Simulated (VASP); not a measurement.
# Sb in VASP: a series of runs, part 2 of 2

VASP 6.6.1. Earlier steps stand in the parts before.

## (3) Single point, PBE

The input, INCAR:

```
ALGO = Normal
DIPOL = 0.5 0.5 0.500
EDIFF = 1E-6
EFIELD = -0.5
ENCUT = 520
GGA = PE
IDIPOL = 3
ISIF = 2
ISMEAR = -1
LASPH = True
LCHARG = False
LDIPOL = True
LREAL = False
LWAVE = False
NBANDS = 14
NELM = 80
PREC = Accurate
SIGMA = 0.05
```

The input, KPOINTS:

```
k-points
0
Gamma
  10 10 1
```

The input, POSCAR:

```
Sb
1.0
    3.3880510193      0.0000000000      0.0000000000
    0.0000000000      3.3880510193      0.0000000000
    0.0000000000      0.0000000000     20.7914000000
Sb
3
Direct
    0.0000000000      0.0000000000      0.3909167307
    0.5000000000      0.5000000000      0.5000000036
    0.0000000000      0.0000000000      0.6090832657
```

Potentials or basis: VASP PAW PBE potentials, release 64 (Sb).

Started as:

```sh
> cat potpaw_PBE.64/Sb/POTCAR > POTCAR
> mpirun -np 1 vasp_std > vasp.out
```

OUTCAR:

```text
EDIFF = 1E-6
   ENCUT = 520
   GGA = PE
   ISIF = 2
   ISMEAR = -1
   LASPH = True
   LREAL = False
   NELM = 80
   PREC = Accurate

 ion  position               nearest neighbor table
   1  0.000  0.000  0.391-   2 3.30   2 3.30   2 3.30   2 3.30
   2  0.500  0.500  0.500-   3 3.30   3 3.30   3 3.30   3 3.30   1 3.30   1 3.30   1 3.30   1 3.30

   3  0.000  0.000  0.609-   2 3.30   2 3.30   2 3.30   2 3.30

  LATTYP: Found a simple tetragonal cell.
 ALAT       =     3.3880510193
 C/A-ratio  =     6.1366844482

  Lattice vectors:

 A1 = (   3.3880510193,   0.0000000000,   0.0000000000)
 A2 = (   0.0000000000,   3.3880510193,   0.0000000000)
 A3 = (   0.0000000000,   0.0000000000,  20.7914000000)

Analysis of symmetry for initial positions (statically):
=====================================================================
 Subroutine PRICEL returns:
 Original cell was already a primitive cell.

 Routine SETGRP: Setting up the symmetry group for a
 simple tetragonal supercell.

 Subroutine GETGRP returns: Found 16 space group operations
 (whereof 16 operations were pure point group operations)
 out of a pool of 16 trial point group operations.

The static configuration has the point symmetry D_4h.
[... 513 lines left out ...]
      1      -7.6798      2.00000
      2      -7.2530      2.00000
      3      -7.0472      2.00000
      4      -4.5502      2.00000
      5      -4.5502      2.00000
      6      -2.6401      2.00000
      7      -2.6401      2.00000
      8      -0.9385      2.00000
      9      -0.5238      1.99922
     10      -0.3546      1.97715
     11      -0.3546      1.97715
     12       0.8833      0.00000
     13       4.0502      0.00000
     14       5.8373      0.00000

------------------------ aborting loop because EDIFF is reached ----------------------------------------

 vacuum level on the upper side and lower side of the slab       (xc-potential included)         3.045        -3.375

  FORCE on cell =-STRESS in cart. coord.  units (eV):
  Direction    XX          YY          ZZ          XY          YZ          ZX
  --------------------------------------------------------------------------------------
  -------------------------------------------------------------------------------------
  Total       -1.4167987     -1.4167987     -0.1287950      0.0000000      0.0000000      0.0000000
  in kB       -9.5111958     -9.5111958     -0.8646211      0.0000000      0.0000000      0.0000000
  external PRESSURE =      -6.6290043 kB  Pullay stress =       0.0000000 kB

 VOLUME and BASIS-vectors are now :
 -----------------------------------------------------------------------------
  energy-cutoff  :      520.00
  volume of cell :      238.66
      direct lattice vectors                 reciprocal lattice vectors
     3.388051019  0.000000000  0.000000000     0.295154941  0.000000000  0.000000000
     0.000000000  3.388051019  0.000000000     0.000000000  0.295154941  0.000000000
     0.000000000  0.000000000 20.791400000     0.000000000  0.000000000  0.048096809

 POSITION                                       TOTAL-FORCE (eV/Angst)
 -----------------------------------------------------------------------------------
      0.00000      0.00000      8.12771         0.000000     -0.000000     -0.006696
      1.69403      1.69403     10.39570         0.000000      0.000000      0.025408
      0.00000      0.00000     12.66369         0.000000      0.000000     -0.018712
 -----------------------------------------------------------------------------------
    total drift:                               -0.000000      0.000000      0.000017

  FREE ENERGIE OF THE ION-ELECTRON SYSTEM (eV)
  ---------------------------------------------------
  free  energy   TOTEN  =       -11.1956650464 eV

  energy  without entropy=      -11.1803363062  energy(sigma->0) =      -11.18800068

 vacuum level on the upper side and lower side of the slab         7.396         1.057
```

OSZICAR:

```text
N       E                     dE             d eps       ncg     rms          rms(c)
DAV:   1     0.750740950602E+02    0.75074E+02   -0.41847E+03   588   0.714E+02
DAV:   2    -0.499673037960E+01   -0.80071E+02   -0.70668E+02   842   0.125E+02
DAV:   3    -0.122584411035E+02   -0.72617E+01   -0.70662E+01   788   0.425E+01
[... 16 lines left out ...]
DAV:  20    -0.111956487280E+02   -0.91294E-05   -0.50265E-07   570   0.350E-03    0.570E-03
DAV:  21    -0.111956606069E+02   -0.11879E-04   -0.14583E-06   608   0.483E-03    0.786E-04
DAV:  22    -0.111956633575E+02   -0.27505E-05   -0.18023E-07   522   0.197E-03    0.167E-03
DAV:  23    -0.111956643933E+02   -0.10358E-05   -0.41203E-08   510   0.111E-03    0.778E-04
DAV:  24    -0.111956650464E+02   -0.65312E-06   -0.30397E-08   504   0.808E-04
   1 F= -.11195665E+02 E0= -.11188001E+02  d E =-.153287E-01
```

It took 3.2 min on 1 thread of AMD EPYC 7R13, shared host; peak memory 0.33 GiB.

Results:

```
Free energy            : -11.1957 eV
Largest force          : 0.025 eV/Å
Band gap on the k mesh : zero (an odd number of electrons rules out a gap without spin polarisation)
```

Forces in eV/Å, atoms in the order of the input:
```
Sb   0.000  0.000 -0.007
Sb   0.000  0.000  0.025
Sb   0.000  0.000 -0.019
```

Caveat: spin-orbit coupling is left out, which moves the levels of the heavy elements.

## (4) Single point, PBE

The input, INCAR:

```
ALGO = Normal ; EDIFF = 1E-6
ENCUT = 520 ; GGA = PE
ISIF = 2 ; ISMEAR = -1
LASPH = True ; LCHARG = False
LREAL = False ; LWAVE = False
NBANDS = 14 ; NELM = 80
PREC = Accurate ; SIGMA = 0.05
```

KPOINTS is that of step 3.

POSCAR is that of step 3.

Started as:

```sh
> cat potpaw_PBE.64/Sb/POTCAR > POTCAR
> mpirun -np 1 vasp_std > vasp.out
```

Wall time 2.5 min (1 thread of AMD EPYC 7R13, shared host); peak memory 0.31 GiB.

The run converged. Its results:

- Free energy: -11.1348 eV
- Largest force: 0.015 eV/Å
- Band gap on the k mesh: zero (an odd number of electrons rules out a gap without spin polarisation)

Forces on the atoms (eV/Å):
```
Sb   0.000  0.000  0.015
Sb   0.000  0.000  0.000
Sb   0.000  0.000 -0.015
```

Levels at points of the mesh, in eV from the Fermi level:
```
           k point  band 4  band 5  band 6  band 7  band 8  band 9  band 10  band 11
(0.00, 0.00, 0.00)   -3.31   -0.25    0.74    0.74    2.61    2.61     2.77     3.92
(0.50, 0.00, 0.00)   -4.93   -4.19   -2.63   -0.58    1.25    2.34     3.26     3.78
(0.50, 0.50, 0.00)   -4.42   -4.42   -2.51   -2.51   -0.81   -0.39    -0.22    -0.22
```

Caveat: spin-orbit coupling is left out, which moves the levels of the heavy elements.

## (5) Relaxation of the atoms, PBE

The input, INCAR:

```
SYSTEM = Sb
PREC = Accurate ; ENCUT = 520
EDIFF = 1E-6 ; ISMEAR = -1
SIGMA = 0.05 ; LREAL = .False.
LASPH = .True. ; NELM = 100
ALGO = Normal ; ISIF = 2
LWAVE = .False. ; LCHARG = .False.
LDIPOL = .True. ; IDIPOL = 3
DIPOL = 0.5 0.5 0.500 ; GGA = PE
IBRION = 2 ; NSW = 32
EDIFFG = -0.01
```

The input, KPOINTS:

```
regular mesh
0
Gamma
  10 10 1
  0 0 0
```

POSCAR is that of step 4.

Potentials or basis: VASP PAW PBE potentials, release 64 (Sb).

Started as:

```sh
> cat potpaw_PBE.64/Sb/POTCAR > POTCAR
> mpirun -np 1 vasp_std > vasp.out
```

OUTCAR:

```text
SYSTEM = Sb
   PREC = Accurate
   ENCUT = 520
   EDIFF = 1E-6
   ISMEAR = -1
   LREAL = .False.
   LASPH = .True.
   NELM = 100
   ISIF = 2
   GGA = PE
   IBRION = 2
   NSW = 32
   EDIFFG = -0.01

 ion  position               nearest neighbor table
   1  0.000  0.000  0.391-   2 3.30   2 3.30   2 3.30   2 3.30
   2  0.500  0.500  0.500-   3 3.30   3 3.30   3 3.30   3 3.30   1 3.30   1 3.30   1 3.30   1 3.30

   3  0.000  0.000  0.609-   2 3.30   2 3.30   2 3.30   2 3.30

  LATTYP: Found a simple tetragonal cell.
 ALAT       =     3.3880510193
 C/A-ratio  =     6.1366844482

  Lattice vectors:

 A1 = (   3.3880510193,   0.0000000000,   0.0000000000)
 A2 = (   0.0000000000,   3.3880510193,   0.0000000000)
 A3 = (   0.0000000000,   0.0000000000,  20.7914000000)

Analysis of symmetry for initial positions (statically):
=====================================================================
 Subroutine PRICEL returns:
 Original cell was already a primitive cell.

 Routine SETGRP: Setting up the symmetry group for a
 simple tetragonal supercell.

 Subroutine GETGRP returns: Found 16 space group operations
 (whereof 16 operations were pure point group operations)
 out of a pool of 16 trial point group operations.

The static configuration has the point symmetry D_4h.

Analysis of symmetry for dynamics (positions and initial velocities):
=====================================================================
 Subroutine PRICEL returns:
 Original cell was already a primitive cell.

 Routine SETGRP: Setting up the symmetry group for a
 simple tetragonal supercell.

 Subroutine GETGRP returns: Found 16 space group operations
 (whereof 16 operations were pure point group operations)
 out of a pool of 16 trial point group operations.

The dynamic configuration has the point symmetry D_4h.

 Subroutine INISYM returns: Found 16 space group operations
 (whereof 16 operations are pure point group operations),
 and found     1 'primitive' translations

----------------------------------------------------------------------------------------

                                     Primitive cell

  volume of cell :     238.6622

  direct lattice vectors                    reciprocal lattice vectors
     3.388051019  0.000000000  0.000000000     0.295154941  0.000000000  0.000000000
     0.000000000  3.388051019  0.000000000     0.000000000  0.295154941  0.000000000
     0.000000000  0.000000000 20.791400000     0.000000000  0.000000000  0.048096809

  length of vectors
     3.388051019  3.388051019 20.791400000     0.295154941  0.295154941  0.048096809

  position of ions in fractional coordinates (direct lattice)
     0.000000000  0.000000000  0.390916731
     0.500000000  0.500000000  0.500000004
     0.000000000  0.000000000  0.609083266

  ion indices of the primitive-cell ions
   primitive index   ion index
                 1           1
                 2           2
                 3           3

----------------------------------------------------------------------------------------
[... 59 lines left out ...]
   ICHARG =      2    charge: 1-file 2-atom 10-const
   ISPIN  =      1    spin polarized calculation?
   LNONCOLLINEAR =      F non collinear calculations
   LSORBIT =      F    spin-orbit coupling
   LASPH  =      T    aspherical Exc in radial PAW
   ENCUT  =  520.0 eV  38.22 Ry    6.18 a.u.   6.30  6.30 38.66*2*pi/ulx,y,z
   NELM   =    100;   NELMIN=  2; NELMDL= -5     # of ELM steps
   EDIFF  = 0.1E-05   stopping-criterion for ELM
   LREAL  =      F    real-space projection
   EDIFFG = -.1E-01   stopping-criterion for IOM
   NSW    =     32    number of steps for IOM
   IBRION =      2    ionic relax: 0-MD 1-quasi-New 2-CG
   NFREE  =      1    steps in history (QN), initial steepest desc. (CG)
   ISIF   =      2    stress and relaxation
   ISYM   =      2    0-nonsym 1-usesym 2-fastsym
   POTIM  = 0.5000    time-step for ionic-motion
   TEBEG  =    0.0;   TEEND  =   0.0 temperature during run
   PSTRESS=    0.0 pullay stress
   NELECT =      15.0000    total number of electrons
   NUPDOWN=      -1.0000    fix difference up-down
   EMIN   =  10.00;   EMAX   =-10.00  energy-range for DOS
   EFERMI =   0.00;   METHOD = LEGACY
   ISMEAR =    -1;   SIGMA  =   0.05  broadening in eV -4-tet -1-fermi 0-gaus
   EFERMI_NEDOS =   21; number of points for ismear=-14 and -15
   IALGO  =     38    algorithm
   IMIX   =      4    mixing-type and parameters
     AMIX     =   0.40;   BMIX     =  1.00
     AMIX_MAG =   1.60;   BMIX_MAG =  1.00
  volume/ion in A,a.u.               =      79.55       536.86
  Fermi-wavevector in a.u.,A,eV,Ry     =   0.650895  1.230013  5.764297  0.423664
  Thomas-Fermi vector in A             =   1.720320
   LORBIT       =      0    0 simple, 1 ext, 2 COOP (PROOUT), +10 PAW based schemes
   GGA     = PE    functional components
   LHFCALC =     F    Hartree Fock is set to
   AEXX    =    0.0000 exact exchange contribution
   IVDW    =     0    specifies the selected vdW correction
   LEPSILON=     F    determine dielectric tensor
   LRPA    =     F    only Hartree local field effects (RPA)
 conjugate gradient relaxation of ions
 non-spin polarized calculation
  energy-cutoff  :      520.00
  volume of cell :      238.66
 maximum number of plane-waves:      6468
 NGX is ok and might be reduce to    28
   NGX = 13   NGY = 13   NGZ = 77

 dipolmoment           0.000000      0.000000     -0.000000 electrons x Angstroem

--------------------------------------- Ionic step        1  -------------------------------------------

 number of electron      14.9999999 magnetization

 Free energy of the ion-electron system (eV)
  ---------------------------------------------------
  ext. energy  EPLUGINS =         0.00000000
  ---------------------------------------------------
  free energy    TOTEN  =       -11.13477926 eV

  energy without entropy =      -11.11944222  energy(sigma->0) =      -11.12711074

------------------------ aborting loop because EDIFF is reached ----------------------------------------

  FORCE on cell =-STRESS in cart. coord.  units (eV):
  Direction    XX          YY          ZZ          XY          YZ          ZX
  --------------------------------------------------------------------------------------
  -------------------------------------------------------------------------------------
  Total       -1.4521923     -1.4521923     -0.0696956      0.0000000      0.0000000      0.0000000
  in kB       -9.7487988     -9.7487988     -0.4678775      0.0000000      0.0000000      0.0000000
  external PRESSURE =      -6.6551584 kB  Pullay stress =       0.0000000 kB
[... 61 lines left out ...]
--------------------------------------- Ionic step        3  -------------------------------------------

 number of electron      14.9999999 magnetization

 dipolmoment           0.000000      0.000000      0.000000 electrons x Angstroem

 Free energy of the ion-electron system (eV)
  ---------------------------------------------------
  ext. energy  EPLUGINS =         0.00000000
  ---------------------------------------------------
  free energy    TOTEN  =       -11.13484050 eV

  energy without entropy =      -11.11962147  energy(sigma->0) =      -11.12723098

 E-fermi :  -0.1131     XC(G=0):  -4.2140

 val. band max:       -0.1456602373   @ k =   0.4000   0.3000   0.0000
 cond. band min:      -0.0563374217   @ k =   0.4000   0.4000   0.0000
 fundamental gap:      0.0893228156
 Fermi energy:        -0.1130543472

 k-point     1 :       0.0000    0.0000    0.0000
  band No.  band energies     occupation
      1     -12.5415      2.00000
      2     -10.7074      2.00000
      3      -8.3666      2.00000
      4      -3.4235      2.00000
      5      -0.3579      1.98518
      6       0.6188      0.00000
      7       0.6188      0.00000
      8       2.4909      0.00000
      9       2.4909      0.00000
     10       2.6604      0.00000
     11       3.8020      0.00000
[... 268 lines left out ...]
  band No.  band energies     occupation
      1      -7.6668      2.00000
      2      -7.2395      2.00000
      3      -7.0316      2.00000
      4      -4.5419      2.00000
      5      -4.5419      2.00000
      6      -2.6263      2.00000
      7      -2.6263      2.00000
      8      -0.9268      2.00000
      9      -0.5116      1.99931
     10      -0.3328      1.97561
     11      -0.3328      1.97561

------------------------ aborting loop because EDIFF is reached ----------------------------------------

 vacuum level on the upper side and lower side of the slab       (xc-potential included)        -0.063        -0.063

  FORCE on cell =-STRESS in cart. coord.  units (eV):
  Direction    XX          YY          ZZ          XY          YZ          ZX
  --------------------------------------------------------------------------------------
  -------------------------------------------------------------------------------------
  Total       -1.4286506     -1.4286506     -0.0294807      0.0000000      0.0000000      0.0000000
  in kB       -9.5907596     -9.5907596     -0.1979085      0.0000000      0.0000000      0.0000000
  external PRESSURE =      -6.4598092 kB  Pullay stress =       0.0000000 kB
[... 18 lines left out ...]
  FREE ENERGIE OF THE ION-ELECTRON SYSTEM (eV)
  ---------------------------------------------------
  free  energy   TOTEN  =       -11.1348405000 eV

  energy  without entropy=      -11.1196214672  energy(sigma->0) =      -11.12723098

 reached required accuracy - stopping structural energy minimisation

 vacuum level on the upper side and lower side of the slab         4.262         4.262
```

OSZICAR:

```text
N       E                     dE             d eps       ncg     rms          rms(c)
DAV:   1     0.907368824776E+02    0.90737E+02   -0.42750E+03   462   0.913E+02
DAV:   2    -0.423735822080E+01   -0.94974E+02   -0.89121E+02   758   0.146E+02
DAV:   3    -0.109197102274E+02   -0.66824E+01   -0.64666E+01   539   0.496E+01
DAV:   4    -0.111557870054E+02   -0.23608E+00   -0.23172E+00   709   0.103E+01
[... 20 lines left out ...]
   2 F= -.11134799E+02 E0= -.11127146E+02  d E =-.200498E-04
       N       E                     dE             d eps       ncg     rms          rms(c)
DAV:   1    -0.111348298659E+02   -0.30710E-04   -0.27340E-03   462   0.323E-01    0.106E-02
DAV:   2    -0.111348399466E+02   -0.10081E-04   -0.10349E-04   516   0.674E-02    0.296E-03
DAV:   3    -0.111348405000E+02   -0.55340E-06   -0.25756E-06   475   0.128E-02
   3 F= -.11134840E+02 E0= -.11127231E+02  d E =-.612415E-04
```

Run time: 3.5 min. Hardware: 1 thread of Intel Xeon 8259CL, shared host; peak memory 0.37 GiB.

What came out:

```
Free energy                  : -11.1348 eV
Energy gained by relaxing    : 0.0 meV/atom
Ionic steps                  : 3
Largest force after relaxing : 0.006 eV/Å
```

Forces in eV/Å, atoms in the order of the input:
```
Sb   0.000  0.000  0.006
Sb   0.000  0.000  0.000
Sb   0.000  0.000 -0.006
```

Final structure:
```
CELL_PARAMETERS angstrom
3.38805 0.00000 0.00000
0.00000 3.38805 0.00000
0.00000 0.00000 20.79140
ATOMIC_POSITIONS crystal
Sb 0.00000 0.00000 0.39106
Sb 0.50000 0.50000 0.50000
Sb 0.00000 0.00000 0.60894
```

Levels at points of the mesh, in eV from the Fermi level:
```
           k point  band 5  band 6  band 7  band 8  band 9  band 10
(0.00, 0.00, 0.00)   -0.24    0.73    0.73    2.60    2.60     2.77
(0.50, 0.00, 0.00)   -4.19   -2.63   -0.58    1.25    2.35     3.26
(0.50, 0.50, 0.00)   -4.43   -2.51   -2.51   -0.81   -0.40    -0.22
```

Caveat: the highest band is partly filled, so the run has too few bands; spin-orbit coupling is left out, which moves the levels of the heavy elements.

## (6) Overview

```csv
task,cell,dipole correction,electric field (eV/Å),gap on the mesh (eV),largest force (eV/Å)
single point,as given,yes,-,none,0.01
single point,as given,yes,-0.5 eV/Å,none,0.03
single point,as given,no,-,none,0.01
relaxation of the atoms,atoms relaxed,yes,-,-,0.01
```

Alike in all rows: level PBE; potentials or basis VASP PAW PBE potentials, release 64 (Sb); no spin polarisation; k mesh 10 × 10 × 1; cutoff (eV) 520; smearing fermi-dirac 0.05 eV.

Caveats: spin-orbit coupling is left out, which moves the levels of the heavy elements; the highest band is partly filled, so the run has too few bands (at least some runs).

Absolute energies hang on the potentials; compare differences alone.
